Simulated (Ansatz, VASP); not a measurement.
One calculation of Sn2C, two programs

```
CELL_PARAMETERS angstrom
-1.57666 1.57666 6.02711
1.57666 -1.57666 6.02711
1.57666 1.57666 -6.02711
ATOMIC_POSITIONS crystal
Sn 0.37820 0.37820 0.00000
Sn 0.62180 0.62180 0.00000
C 0.00000 0.00000 0.00000
```

Alike in both runs: functional PBE; k mesh 8 × 8 × 8; occupations gaussian, width 0.1 eV; no spin polarisation.

Ansatz relaxed the structure, and its values are those at the end. VASP's run is a single point on that final structure, the one shown.

```csv
,VASP,Ansatz
version,VASP 6.6.1,Ansatz 0.2.0
potentials or method,"VASP PAW PBE potentials, release 64 (Sn_d, C), cutoff 520 eV","scalar-relativistic, plane waves, PAW"
valence electrons in the cell,32,32
```

```csv
,VASP,Ansatz,Ansatz less VASP
gap on the k mesh at the Fermi level (eV),none,none,-
pressure (GPa),0.1,0.1,0.00
rms of the force components (eV/Å),0.009,0.015,+0.0055
```

A gap of «none» marks a metal or a gap that the smearing closes. With one functional, cell and mesh, what is left measures potentials, basis and numerics.
